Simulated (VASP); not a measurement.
Wanted: the native input for a VASP 6.6.1 run.

```yaml
Task: relaxation of cell and atoms
Functional: PBE
Potentials_or_basis: VASP PAW PBE potentials, release 64 (W_sv, Si)
Cutoff: 600 eV
k_mesh: 10 × 10 × 8
Occupations: fermi-dirac, width 0.05 eV
Spin: no spin polarisation
Target_pressure: 170 GPa
Dipole_correction: no
Further_INCAR_settings: ALGO = Normal; EDIFF = 1e-06; IBRION = 2; EDIFFG = -0.005; NSW = 60; ISIF = 3
```

The structure of Si2W (AlB2 type) lies in POSCAR:

```
Si2W
1.0
    3.1119355063      0.0000000000      0.0000000000
   -1.5559677531      2.6950152034      0.0000000000
    0.0000000000      0.0000000000      3.4231290569
W Si
1 2
Direct
    0.0000000000      0.0000000000      0.0000000000
    0.3333333333      0.6666666667      0.5000000000
    0.6666666667      0.3333333333      0.5000000000
```

The input as run:

INCAR

```
ALGO = Normal ; EDIFF = 1E-6
EDIFFG = -0.005 ; ENCUT = 600
GGA = PE ; IBRION = 2
ISIF = 3 ; ISMEAR = -1
LASPH = True ; LCHARG = False
LREAL = False ; LWAVE = False
NELM = 100 ; NSW = 60
PREC = Accurate ; PSTRESS = 1700.0
SIGMA = 0.05
```

KPOINTS

```
k-points
0
Gamma
  10 10 8
```

Potentials or basis: VASP PAW PBE potentials, release 64 (W_sv, Si).

Command:

```console
$ cat potpaw_PBE.64/W_sv/POTCAR potpaw_PBE.64/Si/POTCAR > POTCAR
$ mpirun -np 1 vasp_std > vasp.out
```

It gave:

```json
{
 "Relaxed volume": "9.53 Å³/atom",
 "Relaxed cell": "a = 3.737 Å, b = 3.737 Å, c = 2.364 Å, α = 90.00°, β = 90.00°, γ = 120.00°",
 "Space group after relaxing (to 0.05 Å)": "P6/mmm (No. 191)",
 "Energy change on relaxing (the enthalpy is what falls)": "-2095.3 meV/atom",
 "Ionic steps": "12",
 "Pressure after relaxing": "170.1 GPa",
 "Band gap on the k mesh": "zero (band 11 reaches 19.74 eV, above the bottom of band 12 at 15.44 eV)"
}
```

Caveat: the cell is relaxed towards a set pressure, so the enthalpy falls and the energy may rise; spin-orbit coupling is left out, which moves the levels of the heavy elements.

Run time: 12 min on 1 thread of AMD EPYC 7R13, on a shared host, peak memory 0.16 GiB.
